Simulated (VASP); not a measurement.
C: single point with PBEsol

C:

```xyz
2
Lattice="1.7947 1.7947 0.0000 -1.7947 1.7947 0.0000 0.0000 1.7947 1.7723" Properties=species:S:1:pos:R:3 pbc="T T T"
C     0.0000    1.7947    0.0000
C     0.8973    2.6920    0.8862
```

This cell differs from its parent crystal: in-plane strain +0.01, then relaxed in part.

```yaml
Program: VASP 6.6.1
Task: single point
Functional: PBEsol
Potentials_or_basis: VASP PAW PBE potentials, release 64 (C_h)
Cutoff: 910 eV
k_mesh: 12 × 12 × 12
Occupations: gaussian, width 0.01 eV
Spin: no spin polarisation
```

The pressure is -7.6 GPa and the band gap on the k mesh is 3.71 eV, indirect (least direct gap 5.30 eV).

Stress tensor (GPa, compression positive):
```
-11.33   0.00   0.00
  0.00 -11.33   0.00
  0.00   0.00  -0.02
```

Levels at points of the mesh, in eV from the valence-band top:
| k point | band 2 | band 3 | band 4 | band 5 | band 6 | band 7 |
| --- | --- | --- | --- | --- | --- | --- |
| (0.00, 0.00, 0.00) | -0.19 | -0.19 | 0.00 | 5.30 | 5.46 | 5.46 |
| (0.50, 0.00, 0.00) | -13.51 | -3.03 | -2.80 | 8.18 | 8.18 | 8.75 |
| (0.50, 0.50, 0.00) | -12.92 | -6.36 | -6.36 | 4.57 | 4.57 | 16.54 |
| (0.00, 0.00, 0.50) | -12.72 | -6.54 | -6.54 | 4.27 | 4.27 | 16.61 |

Wall time 34 s on 1 thread of AMD EPYC 9R45 96-Core Processor (Zen 5) (shared host), peak memory 0.14 GiB.

Caveat: the cell differs from its parent crystal (in-plane strain +0.01, then relaxed in part); the cutoff is under 1.25 times the usual one of these potentials, so pressure, stress and relaxed cells hold a basis-set (Pulay) error; the PAW data sets were made with another functional, which shifts forces and pressure a little. A k mesh can miss the band edges.
